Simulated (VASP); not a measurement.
Set up this calculation in VASP 6.6.1, as the native input.

```yaml
Task: single point
Functional: LDA
Potentials_or_basis: VASP PAW LDA potentials, release 64 (Cd, Se)
Cutoff: 520 eV
k_mesh: 8 × 8 × 8
Occupations: fermi-dirac, width 0.03 eV
Spin: no spin polarisation
Dipole_correction: no
Further_INCAR_settings: ALGO = Normal; EDIFF = 1e-06; NBANDS = 16
```

The structure of CdSe lies in POSCAR:

```
CdSe
1.0
    0.0921081360      3.1163252666      3.1163252666
    3.1163252666      0.0921081360      3.1163252666
    3.1163252666      3.1163252666      0.0921081360
Cd Se
1 1
Direct
    0.0000000000      0.0000000000      0.0000000000
    0.2500000000      0.2500000000      0.2500000000
```

This cell differs from its parent crystal: equal xy, yz and zx shear strains of +3 %.

These files were run (other wordings do the same):

INCAR

```
PREC     = Accurate       # precision mode
ENCUT    = 520            # plane-wave cutoff, eV
EDIFF    = 1E-6           # SCF threshold, eV
ISMEAR   = -1             # smearing method
SIGMA    = 0.03           # smearing width, eV
LREAL    = False          # projectors in reciprocal space
LASPH    = True           # aspherical terms in the spheres
NELM     = 80             # most SCF steps
ALGO     = Normal         # electronic algorithm
ISIF     = 2              # what is computed and relaxed
LWAVE    = False          # write WAVECAR
LCHARG   = False          # write CHGCAR
NBANDS   = 16             # bands
```

KPOINTS

```
Automatic mesh
0
Gamma
  8 8 8
```

Potentials or basis: VASP PAW LDA potentials, release 64 (Cd, Se).

Launch:

```console
$ cat potpaw_LDA.64/Cd/POTCAR potpaw_LDA.64/Se/POTCAR > POTCAR
$ mpirun -np 1 vasp_std > vasp.out
```

It gave:

```
Pressure               : -2.7 GPa
Largest force          : 0.204 eV/Å
Band gap on the k mesh : 0.28 eV, direct
```

Caveat: the cell differs from its parent crystal (equal xy, yz and zx shear strains of +3 %).

It took 28 s on 1 thread of Intel(R) Xeon(R) 6975P-C (Granite Rapids), with other jobs on the host, peak memory 0.21 GiB.
